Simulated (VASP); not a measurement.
# P (P4/mmm) in VASP: a series of runs

P is run at these levels: r2SCAN; tasks: single point.

Program: VASP 6.6.1. These are calculated values, not measurements. Logs are shortened: lines on timing, memory, paths and dates and some standing lists are left out, and cuts for length are marked.

**1. The cell of the first run**

Symmetry: P4/mmm, No. 123, tetragonal system. Conventional cell: a = 4.487 Å, b = 4.487 Å, c = 4.378 Å, α = 90.00°, β = 90.00°, γ = 90.00°. P (site symmetry 4/mmm) has 6 P at 4.38 to 4.49 Å within 5.7 Å.

**2. Single point, r2SCAN (strain +0.050 along x and y, +0.000 along z)**

The input, POSCAR:

```
P
1.0
    4.4865501003      0.0000000000      0.0000000000
    0.0000000000      4.4865501003      0.0000000000
    0.0000000000      0.0000000000      4.3780000000
P
1
Direct
    0.0000000000      0.0000000000      0.0000000000
```

The input, INCAR.step1:

```
SYSTEM = P
PREC = Accurate
ENCUT = 520
ISMEAR = 0
SIGMA = 0.15
LREAL = .FALSE.
LASPH = .TRUE.
NELM = 60
NBANDS = 8
GGA = PE
ALGO = Normal
EDIFF = 1E-4
LWAVE = .TRUE.
LCHARG = .FALSE.
```

The input, INCAR.step2:

```
SYSTEM = P
PREC = Accurate
ENCUT = 520
EDIFF = 1E-7
ISMEAR = 0
SIGMA = 0.15
LREAL = .FALSE.
LASPH = .TRUE.
NELM = 60
ALGO = Normal
ISIF = 2
LWAVE = .FALSE.
LCHARG = .FALSE.
METAGGA = R2SCAN
LMIXTAU = .TRUE.
NBANDS = 8
ISTART = 1
```

The input, KPOINTS:

```
regular mesh
0
G
  12 12 12
  0 0 0
```

Potentials or basis: VASP PAW PBE potentials, release 64 (P).

The run is started by

```bash
cat potpaw_PBE.64/P/POTCAR > POTCAR
cp INCAR.step1 INCAR
mpirun -np 1 vasp_std > vasp.out
cp INCAR.step2 INCAR
mpirun -np 1 vasp_std > vasp.out
```

OUTCAR:

```text
SYSTEM = P
   PREC = Accurate
   ENCUT = 520
   EDIFF = 1E-7
   ISMEAR = 0
   LREAL = .FALSE.
   LASPH = .TRUE.
   NELM = 60
   ISIF = 2
   METAGGA = R2SCAN
   ISTART = 1

 ion  position               nearest neighbor table
   1  0.000  0.000  0.000-

  LATTYP: Found a simple tetragonal cell.
 ALAT       =     4.4865501003
 C/A-ratio  =     0.9758054412

  Lattice vectors:

 A1 = (   4.4865501003,   0.0000000000,   0.0000000000)
 A2 = (   0.0000000000,   4.4865501003,   0.0000000000)
 A3 = (   0.0000000000,   0.0000000000,   4.3780000000)

Analysis of symmetry for initial positions (statically):
=====================================================================
 Subroutine PRICEL returns:
 Original cell was already a primitive cell.

 Routine SETGRP: Setting up the symmetry group for a
 simple tetragonal supercell.

 Subroutine GETGRP returns: Found 16 space group operations
 (whereof 16 operations were pure point group operations)
 out of a pool of 16 trial point group operations.

The static configuration has the point symmetry D_4h.

Analysis of symmetry for dynamics (positions and initial velocities):
=====================================================================
 Subroutine PRICEL returns:
 Original cell was already a primitive cell.

 Routine SETGRP: Setting up the symmetry group for a
 simple tetragonal supercell.

 Subroutine GETGRP returns: Found 16 space group operations
 (whereof 16 operations were pure point group operations)
 out of a pool of 16 trial point group operations.

The dynamic configuration has the point symmetry D_4h.

 Subroutine INISYM returns: Found 16 space group operations
 (whereof 16 operations are pure point group operations),
 and found     1 'primitive' translations

----------------------------------------------------------------------------------------

                                     Primitive cell

  volume of cell :      88.1253

  direct lattice vectors                    reciprocal lattice vectors
     4.486550100  0.000000000  0.000000000     0.222888406  0.000000000  0.000000000
     0.000000000  4.486550100  0.000000000     0.000000000  0.222888406  0.000000000
     0.000000000  0.000000000  4.378000000     0.000000000  0.000000000  0.228414801

  length of vectors
     4.486550100  4.486550100  4.378000000     0.222888406  0.222888406  0.228414801

  position of ions in fractional coordinates (direct lattice)
     0.000000000  0.000000000  0.000000000

  ion indices of the primitive-cell ions
   primitive index   ion index
                 1           1

----------------------------------------------------------------------------------------

 KPOINTS: regular mesh

Automatic generation of k-mesh.
 Grid dimensions read from file:
 generate k-points for:   12   12   12

 Generating k-lattice:

  Cartesian coordinates                     Fractional coordinates (reciprocal lattice)
     0.018574034  0.000000000  0.000000000     0.083333333  0.000000000  0.000000000
     0.000000000  0.018574034  0.000000000     0.000000000  0.083333333  0.000000000
     0.000000000  0.000000000  0.019034567     0.000000000  0.000000000  0.083333333

  Length of vectors
     0.018574034  0.018574034  0.019034567

  Shift w.r.t. Gamma in fractional coordinates (k-lattice)
     0.000000000  0.000000000  0.000000000

 Subroutine IBZKPT returns following result:
 ===========================================

 Found    196 irreducible k-points:

 Following reciprocal coordinates:
            Coordinates               Weight
  0.000000  0.000000  0.000000      1.000000
  0.083333  0.000000  0.000000      4.000000
  0.166667  0.000000  0.000000      4.000000
  0.250000  0.000000  0.000000      4.000000
  0.333333  0.000000  0.000000      4.000000
  0.416667  0.000000  0.000000      4.000000
[... 16 lines left out ...]
  0.333333  0.333333  0.000000      4.000000
  0.416667  0.333333  0.000000      8.000000
 [... further k-points ...]
   k-points           NKPTS =    196   k-points in BZ     NKDIM =    196   number of bands    NBANDS=      8
   number of dos      NEDOS =    301   number of ions     NIONS =      1
   total plane-waves  NPLWV =  46656
   dimension x,y,z NGX =    36 NGY =   36 NGZ =   36
   dimension x,y,z NGXF=    72 NGYF=   72 NGZF=   72
   ions per type =               1
   NGX,Y,Z   is equivalent  to a cutoff of  13.34, 13.34, 13.67 a.u.
   NGXF,Y,Z  is equivalent  to a cutoff of  26.68, 26.68, 27.34 a.u.
 SYSTEM =  P
   PREC   = accura    normal or accurate (medium, high low for compatibility)
   ISTART =      1    job   : 0-new  1-cont  2-samecut
   ICHARG =      0    charge: 1-file 2-atom 10-const
   ISPIN  =      1    spin polarized calculation?
   LNONCOLLINEAR =      F non collinear calculations
   LSORBIT =      F    spin-orbit coupling
   LASPH  =      T    aspherical Exc in radial PAW
   ENCUT  =  520.0 eV  38.22 Ry    6.18 a.u.   8.34  8.34  8.14*2*pi/ulx,y,z
   NELM   =     60;   NELMIN=  2; NELMDL=  0     # of ELM steps
   EDIFF  = 0.1E-06   stopping-criterion for ELM
   LREAL  =      F    real-space projection
   EDIFFG = 0.1E-05   stopping-criterion for IOM
   NSW    =      0    number of steps for IOM
   IBRION =     -1    ionic relax: 0-MD 1-quasi-New 2-CG
   NFREE  =      0    steps in history (QN), initial steepest desc. (CG)
   ISIF   =      2    stress and relaxation
   ISYM   =      2    0-nonsym 1-usesym 2-fastsym
   POTIM  = 0.5000    time-step for ionic-motion
   TEBEG  =    0.0;   TEEND  =   0.0 temperature during run
   PSTRESS=    0.0 pullay stress
   NELECT =       5.0000    total number of electrons
   NUPDOWN=      -1.0000    fix difference up-down
   EMIN   =  10.00;   EMAX   =-10.00  energy-range for DOS
   EFERMI =   0.00;   METHOD = LEGACY
   ISMEAR =     0;   SIGMA  =   0.15  broadening in eV -4-tet -1-fermi 0-gaus
   EFERMI_NEDOS =   21; number of points for ismear=-14 and -15
   IALGO  =     38    algorithm
   IMIX   =      4    mixing-type and parameters
     AMIX     =   0.40;   BMIX     =  1.00
     AMIX_MAG =   1.60;   BMIX_MAG =  1.00
  volume/ion in A,a.u.               =      88.13       594.70
  Fermi-wavevector in a.u.,A,eV,Ry     =   0.629068  1.188767  5.384194  0.395727
  Thomas-Fermi vector in A             =   1.691231
   LORBIT       =      0    0 simple, 1 ext, 2 COOP (PROOUT), +10 PAW based schemes
   METAGGA = R2SCAN    functional components
   LHFCALC =     F    Hartree Fock is set to
   AEXX    =    0.0000 exact exchange contribution
   IVDW    =     0    specifies the selected vdW correction
   LEPSILON=     F    determine dielectric tensor
   LRPA    =     F    only Hartree local field effects (RPA)
 non-spin polarized calculation
 Gauss-broadening in eV      SIGMA  =   0.15
  energy-cutoff  :      520.00
  volume of cell :       88.13
 maximum number of plane-waves:      2405
 NGX is ok and might be reduce to    36
   NGX = 17   NGY = 17   NGZ = 17

 number of electron       5.0000000 magnetization

 Free energy of the ion-electron system (eV)
  ---------------------------------------------------
  ext. energy  EPLUGINS =         0.00000000
  ---------------------------------------------------
  free energy    TOTEN  =        -4.14567721 eV

  energy without entropy =       -4.10181923  energy(sigma->0) =       -4.12374822

 E-fermi :  -3.4702     XC(G=0):  -4.8913

 val. band max:       -3.4708882701   @ k =   0.4167   0.0833   0.2500
 cond. band min:      -3.4687987696   @ k =   0.2500   0.1667   0.3333
 fundamental gap:      0.0020895005
 Fermi energy:        -3.4702492268

 k-point     1 :       0.0000    0.0000    0.0000
  band No.  band energies     occupation
      1     -12.5984      2.00000
      2      -3.0579      0.00010
      3      -3.0579      0.00010
      4      -2.9551      0.00000
      5       1.4585      0.00000
      6       4.5353      0.00000
      7       4.6257      0.00000
      8       8.9174      0.00000

 k-point     2 :       0.0833    0.0000    0.0000
  band No.  band energies     occupation
      1     -12.5905      2.00000
      2      -3.1505      0.00257
      3      -3.0505      0.00008
      4      -2.9480      0.00000
      5       1.5640      0.00000
      6       4.6039      0.00000
      7       4.6770      0.00000
      8       8.4512      0.00000

 k-point     3 :       0.1667    0.0000    0.0000
  band No.  band energies     occupation
      1     -12.5687      2.00000
      2      -3.3846      0.41919
      3      -3.0302      0.00003
      4      -2.9286      0.00000
      5       1.8427      0.00000
      6       4.7322      0.00000
      7       4.8445      0.00000
      8       7.8389      0.00000

 k-point     4 :       0.2500    0.0000    0.0000
  band No.  band energies     occupation
      1     -12.5385      2.00000
      2      -3.6703      1.94073
      3      -3.0020      0.00001
      4      -2.9017      0.00000
      5       2.2249      0.00000
      6       4.8879      0.00000
      7       4.9491      0.00000
      8       7.3077      0.00000

 k-point     5 :       0.3333    0.0000    0.0000
  band No.  band energies     occupation
      1     -12.5077      2.00000
      2      -3.9274      1.99998
      3      -2.9734      0.00000
      4      -2.8744      0.00000
      5       2.6625      0.00000
      6       4.7529      0.00000
      7       5.0754      0.00000
      8       6.9030      0.00000

 k-point     6 :       0.4167    0.0000    0.0000
  band No.  band energies     occupation
      1     -12.4847      2.00000
      2      -4.1016      2.00000
      3      -2.9520      0.00000
      4      -2.8541      0.00000
      5       3.1197      0.00000
      6       4.3488      0.00000
      7       5.2281      0.00000
      8       6.6502      0.00000

 k-point     7 :       0.5000    0.0000    0.0000
  band No.  band energies     occupation
      1     -12.4762      2.00000
      2      -4.1630      2.00000
      3      -2.9442      0.00000
      4      -2.8466      0.00000
      5       3.4197      0.00000
      6       4.0490      0.00000
      7       5.2904      0.00000
      8       6.5643      0.00000
[... 133 lines left out ...]
 k-point    20 :       0.3333    0.2500    0.0000
  band No.  band energies     occupation
      1     -12.4506      2.00000
      2      -3.8294      1.99929
      3      -3.5271      1.40793
      4      -2.8249      0.00000
      5       3.0902      0.00000
      6       4.5254      0.00000
      7       5.7769      0.00000
      8       6.3556      0.00000

 k-point    21 :       0.4167    0.2500    0.0000
  band No.  band energies     occupation
      1     -12.4284      2.00000
      2      -3.9941      2.00000
      3      -3.4949      1.18389
      4      -2.8056      0.00000
      5       3.2783      0.00000
      6       4.3399      0.00000
      7       5.9032      0.00000
      8       6.3364      0.00000

 k-point    22 :       0.5000    0.2500    0.0000
  band No.  band energies     occupation
      1     -12.4202      2.00000
      2      -4.0526      2.00000
      3      -3.4825      1.09180
      4      -2.7985      0.00000
      5       3.3469      0.00000
      6       4.2721      0.00000
      7       5.9871      0.00000
      8       6.2590      0.00000

 k-point    23 :       0.3333    0.3333    0.0000
  band No.  band energies     occupation
      1     -12.4213      2.00000
      2      -3.8009      1.99818
      3      -3.7423      1.98969
      4      -2.7996      0.00000
      5       3.1169      0.00000
      6       4.5205      0.00000
      7       6.0467      0.00000
      8       6.4115      0.00000

 k-point    24 :       0.4167    0.3333    0.0000
  band No.  band energies     occupation
      1     -12.3994      2.00000
      2      -3.9373      1.99999
      3      -3.7299      1.98562
      4      -2.7809      0.00000
      5       3.0562      0.00000
      6       4.6183      0.00000
      7       6.1819      0.00000
      8       6.4084      0.00000

 [... further k-points ...]

------------------------ aborting loop because EDIFF is reached ----------------------------------------

  FORCE on cell =-STRESS in cart. coord.  units (eV):
  Direction    XX          YY          ZZ          XY          YZ          ZX
  --------------------------------------------------------------------------------------
  -------------------------------------------------------------------------------------
  Total       -1.6879531     -1.6879531     -1.8859489      0.0000000      0.0000000      0.0000000
  in kB      -30.6881111    -30.6881111    -34.2878059      0.0000000      0.0000000      0.0000000
  external PRESSURE =     -31.8880094 kB  Pullay stress =       0.0000000 kB

 VOLUME and BASIS-vectors are now :
 -----------------------------------------------------------------------------
  energy-cutoff  :      520.00
  volume of cell :       88.13
      direct lattice vectors                 reciprocal lattice vectors
     4.486550100  0.000000000  0.000000000     0.222888406  0.000000000  0.000000000
     0.000000000  4.486550100  0.000000000     0.000000000  0.222888406  0.000000000
     0.000000000  0.000000000  4.378000000     0.000000000  0.000000000  0.228414801

 POSITION                                       TOTAL-FORCE (eV/Angst)
 -----------------------------------------------------------------------------------
      0.00000      0.00000      0.00000         0.000000      0.000000      0.000000
 -----------------------------------------------------------------------------------
    total drift:                               -0.000000     -0.000000      0.000000

  FREE ENERGIE OF THE ION-ELECTRON SYSTEM (eV)
  ---------------------------------------------------
  free  energy   TOTEN  =        -4.1456772081 eV

  energy  without entropy=       -4.1018192302  energy(sigma->0) =       -4.12374822
```

Run time: 5.6 min. Hardware: 1 thread of AMD EPYC 9R45 (Zen 5), shared host; peak memory 0.26 GiB.

Results:

```yaml
Free_energy: -4.1457 eV
Pressure: -3.2 GPa
Band_gap_on_the_k_mesh: zero (an odd number of electrons rules out a gap without spin polarisation)
```

Stress tensor (GPa, compression positive):
```
-3.07  0.00  0.00
 0.00 -3.07  0.00
 0.00  0.00 -3.43
```

Caveat: the cell differs from its parent crystal (strain +0.050 along x and y, +0.000 along z); the cell stands under tension; the atoms stand far beyond bonding distance, and open shells without spin polarisation read as a metal; the PAW data sets were made with another functional, which shifts forces and pressure a little.

**3. Single point, r2SCAN (strain +0.050 along x and y, +0.050 along z)**

POSCAR, as its differences from that of step 2:

```diff
@@ -4,3 +4,3 @@
     0.0000000000      4.4865501003      0.0000000000
-    0.0000000000      0.0000000000      4.3780000000
+    0.0000000000      0.0000000000      4.5969000000
 P
```

The input, INCAR.step1:

```
PREC = Accurate
ENCUT = 520
ISMEAR = 0
SIGMA = 0.15
LREAL = False
LASPH = True
NELM = 80
NBANDS = 8
GGA = PE
ALGO = Normal
EDIFF = 1E-4
LWAVE = True
LCHARG = False
```

The input, INCAR.step2:

```
PREC = Accurate
ENCUT = 520
EDIFF = 1E-6
ISMEAR = 0
SIGMA = 0.15
LREAL = False
LASPH = True
NELM = 80
ALGO = Normal
ISIF = 2
LWAVE = False
LCHARG = False
METAGGA = R2SCAN
LMIXTAU = True
NBANDS = 8
ISTART = 1
```

The input, KPOINTS:

```
Automatic mesh
0
Gamma
  12 12 12
```

Potentials or basis: VASP PAW PBE potentials, release 64 (P).

The run is started by

```bash
cat potpaw_PBE.64/P/POTCAR > POTCAR
cp INCAR.step1 INCAR
mpirun -np 1 vasp_std > vasp.out
cp INCAR.step2 INCAR
mpirun -np 1 vasp_std > vasp.out
```

Run time: 5.1 min. Hardware: 1 thread of AMD EPYC 9R45 (Zen 5), shared host; peak memory 0.26 GiB.

The run converged. Its results:

```
Free energy            : -4.0631 eV
Pressure               : -2.8 GPa
Band gap on the k mesh : zero (an odd number of electrons rules out a gap without spin polarisation)
```

Stress tensor (GPa, compression positive):
```
-2.95  0.00  0.00
 0.00 -2.95  0.00
 0.00  0.00 -2.61
```

Levels at points of the mesh, in eV from the Fermi level:
| k point | band 1 | band 2 | band 3 | band 4 | band 5 |
| --- | --- | --- | --- | --- | --- |
| (0.00, 0.00, 0.00) | -9.10 | 0.35 | 0.44 | 0.44 | 4.88 |
| (0.50, 0.00, 0.00) | -8.98 | -0.66 | 0.46 | 0.55 | 6.82 |
| (0.50, 0.50, 0.00) | -8.87 | -0.43 | -0.43 | 0.57 | 6.24 |
| (0.00, 0.00, 0.50) | -9.00 | -0.62 | 0.53 | 0.53 | 6.78 |
| (0.50, 0.00, 0.50) | -8.89 | -0.46 | -0.39 | 0.63 | 6.22 |
| (0.50, 0.50, 0.50) | -8.78 | -0.27 | -0.27 | -0.20 | 7.32 |

Caveat: the cell differs from its parent crystal (strain +0.050 along x and y, +0.050 along z); the atoms stand far beyond bonding distance, and open shells without spin polarisation read as a metal; the PAW data sets were made with another functional, which shifts forces and pressure a little.
